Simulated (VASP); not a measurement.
Input of a VASP 6.6.1 run:

Contents of POSCAR:

```
Cu
1.0
    0.0000000000      1.7292475688      1.7292475688
    1.7292475688      0.0000000000      1.7292475688
    1.7292475688      1.7292475688      0.0000000000
Cu
1
Direct
    0.0000000000      0.0000000000      0.0000000000
```

File INCAR.step1:

```
PREC = Accurate
ENCUT = 600
ISMEAR = 0
SIGMA = 0.1
LREAL = F
LASPH = T
NELM = 80
GGA = PE
ALGO = Normal
EDIFF = 1E-4
LWAVE = T
LCHARG = F
```

INCAR.step2

```
PREC = Accurate
ENCUT = 600
EDIFF = 1E-7
ISMEAR = 0
SIGMA = 0.1
LREAL = F
LASPH = T
NELM = 80
ALGO = Normal
ISIF = 3
LWAVE = F
LCHARG = F
METAGGA = R2SCAN
LMIXTAU = T
IBRION = 2
NSW = 80
EDIFFG = -0.05
PSTRESS = 211.0
ISTART = 1
```

File KPOINTS:

```
regular mesh
0
Gamma
  10 10 10
```

Potentials or basis: VASP PAW PBE potentials, release 64 (Cu).

Run with:

```bash
$ cat potpaw_PBE.64/Cu/POTCAR > POTCAR
$ cp INCAR.step1 INCAR
$ mpirun -np 1 vasp_std > vasp.out
$ cp INCAR.step2 INCAR
$ mpirun -np 1 vasp_std > vasp.out
```

Q: Estimate the band gap on the k mesh.

A: Zero (an odd number of electrons rules out a gap without spin polarisation).

Final structure:
```
Cu
1.0
     0.00000    1.72925    1.72925
     1.72925    0.00000    1.72925
     1.72925    1.72925    0.00000
Cu
1
Direct
  0.00000 0.00000 0.00000
```

Caveat: the relaxation stopped at its first step, so nothing moved.
